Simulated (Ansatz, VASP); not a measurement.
Given: the input of a run of VASP 6.6.1 on MnO2.

Contents of INCAR:

```
SYSTEM = MnO2
PREC = Accurate
ENCUT = 520
EDIFF = 1E-6
ISMEAR = -1
SIGMA = 0.05
LREAL = .FALSE.
LASPH = .TRUE.
NELM = 150
ALGO = Normal
ISIF = 2
LWAVE = .FALSE.
LCHARG = .TRUE.
ISPIN = 2
MAGMOM = 4 0 0
LORBIT = 11
LMAXMIX = 4
GGA = PE
LELF = .TRUE.
LVHAR = .TRUE.
NBANDS = 24
```

The input KPOINTS:

```
Automatic mesh
0
G
  11 11 6
  0 0 0
```

The input POSCAR:

```
MnO2
1.0
    2.8754964680      0.0000000000      0.0000000000
   -1.4377482340      2.4902529899      0.0000000000
    0.0000000000      0.0000000000      4.6318476229
Mn O
1 2
Direct
    0.0000000000      0.0000000000      0.5000000000
    0.3333333333      0.6666666667      0.7062925700
    0.6666666667      0.3333333333      0.2937074300
```

Potentials or basis: VASP PAW PBE potentials, release 64 (Mn_pv, O).

Run with:

```console
$ cat potpaw_PBE.64/Mn_pv/POTCAR potpaw_PBE.64/O/POTCAR > POTCAR
$ mpirun -np 1 vasp_std > vasp.out
```

Problem. Translate it to Ansatz 0.2.0. Potentials there: all-electron LAPW, scalar-relativistic.

Solution. As run (the cutoff follows the program's own potentials):

File input.yaml:

```yaml
crystal:
  lattice:
    - [2.875496468, 0.0, 0.0]
    - [-1.437748234, 2.4902529899, 0.0]
    - [0.0, 0.0, 4.6318476229]
  atoms:
    - { symbol: Mn, position: [0.0, 0.0, 0.5], spin: 4.0 }
    - { symbol: O, position: [0.3333333333, 0.6666666667, 0.70629257] }
    - { symbol: O, position: [0.6666666667, 0.3333333333, 0.29370743] }
kpoints:
  mp_grid: { grid: [11, 11, 6] }
scf:
  occupations: { method: fermi_dirac, width: 0.05 }
hamiltonian:
  xc: pbe
  pseudopotentials: { kind: all_electron, lapw: { basis_error: 0.001 } }
magnetization:
  spin_polarized: true
output:
  forces: true
  stress: true
  eigenvalues: true
```

Potentials or basis: all-electron LAPW, scalar-relativistic.

Launch:

```sh
$ ansatz run input.yaml --threads 4 --pin off --max-ram 12288MiB --backend cpu --events-out ev --progress --plain --runs-dir out
```

Both were run:

|  | VASP | Ansatz | Ansatz less VASP |
| --- | --- | --- | --- |
| gap on the k mesh at the Fermi level (eV) | 0.88 | 0.94 | +0.057 |
| least direct gap on the mesh (eV) | 0.94 | 1.00 | +0.057 |
| pressure (GPa) | 1.8 | 0.8 | -1.00 |
| traceless stress, the component that is largest in VASP (GPa) | 0.29 | 0.73 | +0.434 |
| rms of the force components (eV/Å) | 0.013 | 0.029 | +0.0162 |
| net moment per atom (μB) | 1.00 | 1.00 | 0.000 |
| size of the moment on the site where the two differ most (μB) | 2.85 | 2.74 | -0.112 |

Site moments also hang on the region over which each program counts them. Atom by atom the forces differ by 0.042 eV/Å (rms over components). Ansatz ran all-electron here, and VASP with PAW potentials.
